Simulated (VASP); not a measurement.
# Dy3GaS2 (P-6m2) in VASP: a series of runs, part 2 of 2

VASP 6.6.1.

**3. Relaxation of cell and atoms, PBE**

This run uses another cell than the first one, of 23.96 Å³/atom.

The input, INCAR:

```
PREC = Accurate ; ENCUT = 500
EDIFF = 1E-7 ; ISMEAR = 0
SIGMA = 0.2 ; LREAL = F
LASPH = T ; NELM = 200
ALGO = Normal ; ISIF = 3
LWAVE = F ; LCHARG = F
GGA = PE ; IBRION = 2
NSW = 36 ; EDIFFG = -0.08
GGA_COMPAT = F ; NELMIN = 4
LMAXMIX = 6
```

The input, KPOINTS:

```
Automatic mesh
0
Gamma
  4 4 2
```

The input, POSCAR:

```
Dy3GaS2
1.0
    4.7231339000      0.0000000000      0.0000000000
   -2.3615669500      4.0903539500      0.0000000000
    0.0000000000      0.0000000000      7.4410549400
Dy Ga S
3 1 2
Direct
    0.0000000000      0.0000000000      0.3538655700
    0.0000000000      0.0000000000      0.6461344300
    0.0000000000      0.0000000000      0.0000000000
    0.3333333300      0.6666666700      0.5000000000
    0.3333333300      0.6666666700      0.7758886800
    0.3333333300      0.6666666700      0.2241113200
```

Potentials or basis: VASP PAW PBE potentials, release 64 (Dy_3, Ga_d, S), 4f in core.

The run is started by

```sh
> cat potpaw_PBE.64/Dy_3/POTCAR potpaw_PBE.64/Ga_d/POTCAR potpaw_PBE.64/S/POTCAR > POTCAR
> mpirun -np 1 vasp_std > vasp.out
```

OUTCAR:

```text
PREC = Accurate
   ENCUT = 500
   EDIFF = 1E-7
   ISMEAR = 0
   LREAL = F
   LASPH = T
   NELM = 200
   ISIF = 3
   GGA = PE
   IBRION = 2
   NSW = 36
   EDIFFG = -0.08
   NELMIN = 4

 ion  position               nearest neighbor table
   1  0.000  0.000  0.354-   2 2.17   3 2.63   6 2.89   6 2.89   6 2.89   4 2.94   4 2.94   4 2.94

   2  0.000  0.000  0.646-   1 2.17   3 2.63   5 2.89   5 2.89   5 2.89   4 2.94   4 2.94   4 2.94

   3  0.000  0.000  0.000-   2 2.63   1 2.63   5 3.20   6 3.20   5 3.20   6 3.20   5 3.20   6 3.20

   4  0.333  0.667  0.500-   5 2.05   6 2.05   1 2.94   2 2.94   1 2.94   2 2.94   1 2.94   2 2.94

   5  0.333  0.667  0.776-   4 2.05   2 2.89   2 2.89   2 2.89   3 3.20   3 3.20   3 3.20
   6  0.333  0.667  0.224-   4 2.05   1 2.89   1 2.89   1 2.89   3 3.20   3 3.20   3 3.20

  LATTYP: Found a hexagonal cell.
 ALAT       =     4.7231339000
 C/A-ratio  =     1.5754486529

  Lattice vectors:

 A1 = (   4.7231339000,   0.0000000000,   0.0000000000)
 A2 = (  -2.3615669500,   4.0903539500,   0.0000000000)
 A3 = (   0.0000000000,   0.0000000000,   7.4410549400)

Analysis of symmetry for initial positions (statically):
=====================================================================
 Subroutine PRICEL returns:
 Original cell was already a primitive cell.

 Routine SETGRP: Setting up the symmetry group for a
 hexagonal supercell.

 Subroutine GETGRP returns: Found 12 space group operations
 (whereof 12 operations were pure point group operations)
 out of a pool of 24 trial point group operations.

The static configuration has the point symmetry D_3h.

Analysis of symmetry for dynamics (positions and initial velocities):
=====================================================================
 Subroutine PRICEL returns:
 Original cell was already a primitive cell.

 Routine SETGRP: Setting up the symmetry group for a
 hexagonal supercell.

 Subroutine GETGRP returns: Found 12 space group operations
 (whereof 12 operations were pure point group operations)
 out of a pool of 24 trial point group operations.

The dynamic configuration has the point symmetry D_3h.

 Subroutine INISYM returns: Found 12 space group operations
 (whereof 12 operations are pure point group operations),
 and found     1 'primitive' translations

----------------------------------------------------------------------------------------

                                     Primitive cell

  volume of cell :     143.7559

  direct lattice vectors                    reciprocal lattice vectors
     4.723133900  0.000000000  0.000000000     0.211723830  0.122238810  0.000000000
    -2.361566950  4.090353950  0.000000000     0.000000000  0.244477620  0.000000000
     0.000000000  0.000000000  7.441054940     0.000000000  0.000000000  0.134389547

  length of vectors
     4.723133900  4.723133906  7.441054940     0.244477621  0.244477620  0.134389547

  position of ions in fractional coordinates (direct lattice)
     0.000000000  0.000000000  0.353865570
     0.000000000  0.000000000  0.646134430
     0.000000000  0.000000000  0.000000000
     0.333333330  0.666666670  0.500000000
     0.333333330  0.666666670  0.775888680
     0.333333330  0.666666670  0.224111320

  ion indices of the primitive-cell ions
   primitive index   ion index
                 1           1
                 2           2
                 3           3
                 4           4
                 5           5
                 6           6

----------------------------------------------------------------------------------------

 KPOINTS: Automatic mesh

Automatic generation of k-mesh.
 Grid dimensions read from file:
 generate k-points for:    4    4    2

 Generating k-lattice:

  Cartesian coordinates                     Fractional coordinates (reciprocal lattice)
     0.052930958  0.030559703  0.000000000     0.250000000  0.000000000  0.000000000
     0.000000000  0.061119405  0.000000000     0.000000000  0.250000000  0.000000000
     0.000000000  0.000000000  0.067194773     0.000000000  0.000000000  0.500000000

  Length of vectors
     0.061119405  0.061119405  0.067194773

  Shift w.r.t. Gamma in fractional coordinates (k-lattice)
     0.000000000  0.000000000  0.000000000

 Subroutine IBZKPT returns following result:
 ===========================================

 Found      8 irreducible k-points:

 Following reciprocal coordinates:
            Coordinates               Weight
  0.000000  0.000000  0.000000      1.000000
  0.250000 -0.000000  0.000000      6.000000
  0.500000 -0.000000  0.000000      3.000000
  0.250000  0.250000  0.000000      6.000000
  0.000000  0.000000  0.500000      1.000000
  0.250000 -0.000000  0.500000      6.000000
  0.500000 -0.000000  0.500000      3.000000
  0.250000  0.250000  0.500000      6.000000
   k-points           NKPTS =      8   k-points in BZ     NKDIM =      8   number of bands    NBANDS=     31
   number of dos      NEDOS =    301   number of ions     NIONS =      6
   total plane-waves  NPLWV =  69984
   dimension x,y,z NGX =    36 NGY =   36 NGZ =   54
   dimension x,y,z NGXF=    72 NGYF=   72 NGZF=  108
   ions per type =               3   1   2
   NGX,Y,Z   is equivalent  to a cutoff of  12.67, 12.67, 12.06 a.u.
   NGXF,Y,Z  is equivalent  to a cutoff of  25.34, 25.34, 24.13 a.u.
 SYSTEM =  unknown system
   PREC   = accura    normal or accurate (medium, high low for compatibility)
   ISTART =      0    job   : 0-new  1-cont  2-samecut
   ICHARG =      2    charge: 1-file 2-atom 10-const
   ISPIN  =      1    spin polarized calculation?
   LNONCOLLINEAR =      F non collinear calculations
   LSORBIT =      F    spin-orbit coupling
   LASPH  =      T    aspherical Exc in radial PAW
   ENCUT  =  500.0 eV  36.75 Ry    6.06 a.u.   8.61  8.61 13.57*2*pi/ulx,y,z
   NELM   =    200;   NELMIN=  4; NELMDL= -5     # of ELM steps
   EDIFF  = 0.1E-06   stopping-criterion for ELM
   LREAL  =      F    real-space projection
   EDIFFG = -.8E-01   stopping-criterion for IOM
   NSW    =     36    number of steps for IOM
   IBRION =      2    ionic relax: 0-MD 1-quasi-New 2-CG
   NFREE  =      1    steps in history (QN), initial steepest desc. (CG)
   ISIF   =      3    stress and relaxation
   ISYM   =      2    0-nonsym 1-usesym 2-fastsym
   POTIM  = 0.5000    time-step for ionic-motion
   TEBEG  =    0.0;   TEEND  =   0.0 temperature during run
   PSTRESS=    0.0 pullay stress
   NELECT =      52.0000    total number of electrons
   NUPDOWN=      -1.0000    fix difference up-down
   EMIN   =  10.00;   EMAX   =-10.00  energy-range for DOS
   EFERMI =   0.00;   METHOD = LEGACY
   ISMEAR =     0;   SIGMA  =   0.20  broadening in eV -4-tet -1-fermi 0-gaus
   EFERMI_NEDOS =   21; number of points for ismear=-14 and -15
   IALGO  =     38    algorithm
   IMIX   =      4    mixing-type and parameters
     AMIX     =   0.40;   BMIX     =  1.00
     AMIX_MAG =   1.60;   BMIX_MAG =  1.00
  volume/ion in A,a.u.               =      23.96       161.69
  Fermi-wavevector in a.u.,A,eV,Ry     =   1.166453  2.204277 18.512271  1.360614
  Thomas-Fermi vector in A             =   2.302966
   LORBIT       =      0    0 simple, 1 ext, 2 COOP (PROOUT), +10 PAW based schemes
   GGA     = PE    functional components
   LHFCALC =     F    Hartree Fock is set to
   AEXX    =    0.0000 exact exchange contribution
   IVDW    =     0    specifies the selected vdW correction
   LEPSILON=     F    determine dielectric tensor
   LRPA    =     F    only Hartree local field effects (RPA)
 conjugate gradient relaxation of ions
 non-spin polarized calculation
 Gauss-broadening in eV      SIGMA  =   0.20
  energy-cutoff  :      500.00
  volume of cell :      143.76
 maximum number of plane-waves:      3681
 NGX is ok and might be reduce to    36
   NGX = 17   NGY = 17   NGZ = 27

--------------------------------------- Ionic step        1  -------------------------------------------

 number of electron      52.0000009 magnetization

 Free energy of the ion-electron system (eV)
  ---------------------------------------------------
  ext. energy  EPLUGINS =         0.00000000
  ---------------------------------------------------
  free energy    TOTEN  =       -21.82285076 eV

  energy without entropy =      -21.70785764  energy(sigma->0) =      -21.76535420

 E-fermi :   4.8358     XC(G=0):  -9.8656

 val. band max:        4.8235219831   @ k =   0.2500  -0.0000   0.5000
 cond. band min:       4.8438152399   @ k =   0.2500   0.2500   0.5000
 fundamental gap:      0.0202932568
 Fermi energy:         4.8357534194
[... 665 lines left out ...]
     30       5.4419      0.00000
     31       6.3479      0.00000

[... ionic steps 4 to 15 ...]

--------------------------------------- Ionic step       16  -------------------------------------------

 number of electron      51.9999953 magnetization

------------------------ aborting loop because EDIFF is reached ----------------------------------------
[... 75 lines left out ...]
--------------------------------------- Ionic step       18  -------------------------------------------

 number of electron      51.9999931 magnetization

 Free energy of the ion-electron system (eV)
  ---------------------------------------------------
  ext. energy  EPLUGINS =         0.00000000
  ---------------------------------------------------
  free energy    TOTEN  =       -32.77769124 eV

  energy without entropy =      -32.73727343  energy(sigma->0) =      -32.75748233

 E-fermi :   5.0629     XC(G=0): -10.3667

 val. band max:        4.9917242281   @ k =   0.5000  -0.0000   0.5000
 cond. band min:       5.2509866836   @ k =   0.2500  -0.0000   0.5000
 fundamental gap:      0.2592624555
 Fermi energy:         5.0629212172
[... 303 lines left out ...]
  FREE ENERGIE OF THE ION-ELECTRON SYSTEM (eV)
  ---------------------------------------------------
  free  energy   TOTEN  =       -32.7776912386 eV

  energy  without entropy=      -32.7372734255  energy(sigma->0) =      -32.75748233

 reached required accuracy - stopping structural energy minimisation
```

Run time: 6.6 min. Hardware: 1 thread of AMD EPYC 9R45 (Zen 5), shared host; peak memory 0.26 GiB.

What came out:

```
Free energy                           : -32.7777 eV
Relaxed volume                        : 22.93 Å³/atom
Relaxed cell                          : a = 3.748 Å, b = 3.748 Å, c = 11.309 Å, α = 90.00°, β = 90.00°, γ = 120.00°
Space group after relaxing (to 0.1 Å) : P-6m2 (No. 187)
Energy gained by relaxing             : 1825.8 meV/atom
Ionic steps                           : 18
Pressure after relaxing               : -0.1 GPa
Largest force after relaxing          : 0.061 eV/Å
Band gap on the k mesh                : zero (bands 26 and 27 overlap by 1.04 eV)
```

Forces on the atoms (eV/Å):
```
Dy   0.000  0.000 -0.002
Dy   0.000  0.000  0.002
Dy   0.000  0.000  0.000
Ga   0.000  0.000  0.000
S    0.000  0.000 -0.061
S    0.000  0.000  0.061
```

Stress tensor (GPa, compression positive):
```
-0.28  0.00  0.00
 0.00 -0.28  0.00
 0.00  0.00  0.30
```

Step by step:
```
step  energy change (eV)  largest force (eV/Å)  pressure (GPa)  volume (Å³)
   1              0.0000                9.2049           16.74       143.76
   2             -6.4971                1.3063           -6.83       191.35
   3             -6.7140                2.5674           -3.16       170.66
   4             -6.6556                1.8825           -5.54       182.93
   5             -6.7549                2.3080           -4.56       176.87
   6             -8.1033                1.5073           -3.53       159.99
   7             -9.7666                2.7197            9.00       128.03
   8            -10.2561                1.4191            5.59       129.24
   9            -10.2561                1.3818            5.53       129.27
  10            -10.4978                1.2535            1.95       134.48
  11            -10.6045                1.0525           -3.23       144.52
  12            -10.6159                1.0966           -2.15       142.09
  13            -10.7150                1.0106           -1.62       140.87
  14            -10.8802                0.5592            0.48       137.23
  15            -10.8842                0.3998            1.10       136.36
  16            -10.9459                0.0585            0.11       137.62
  17            -10.9478                0.1560           -0.07       137.89
  18            -10.9548                0.0613           -0.09       137.60
```

Final structure:
```
Dy Ga S
1.0
     3.74827    0.00000    0.00000
    -1.87413    3.24610    0.00000
     0.00000    0.00000   11.30902
Dy Ga S
3 1 2
Direct
  0.00000 0.00000 0.31915
  0.00000 0.00000 0.68085
  0.00000 0.00000 0.00000
  0.33333 0.66667 0.50000
  0.33333 0.66667 0.84466
  0.33333 0.66667 0.15534
```

Levels at points of the mesh, in eV from the Fermi level:
| k point | band 23 | band 24 | band 25 | band 26 | band 27 | band 28 | band 29 | band 30 |
| --- | --- | --- | --- | --- | --- | --- | --- | --- |
| (0.00, 0.00, 0.00) | -3.18 | -1.20 | -1.14 | 0.97 | 0.97 | 1.43 | 1.57 | 1.66 |
| (0.50, 0.00, 0.00) | -3.47 | -2.21 | -1.08 | -0.82 | 0.32 | 0.58 | 1.31 | 2.21 |
| (0.00, 0.00, 0.50) | -3.18 | -2.45 | 0.21 | 0.44 | 0.96 | 0.96 | 1.23 | 1.23 |
| (0.50, 0.00, 0.50) | -3.45 | -2.21 | -1.35 | -0.31 | -0.07 | 0.55 | 1.23 | 2.71 |

Caveat: the k points lie up to 0.48 Å⁻¹ apart in the final cell, too coarse for converged energies and pressures of a metal; a cell axis changed by over 15 % at a fixed basis, so the end point is rough; spin-orbit coupling is left out, which moves the levels of the heavy elements; the 4f electrons are frozen in the core, so they carry no moment and show no levels; the run has no spin polarisation, though such a crystal can be magnetic; the relaxation stopped at a loose force limit of 0.08 eV/Å, so its end isn't a converged minimum. Spin polarisation is off, so any magnetic state and its effect on volume and gap are missing.

The gap in the log of VASP goes by the Fermi energy; the results here count the filled bands.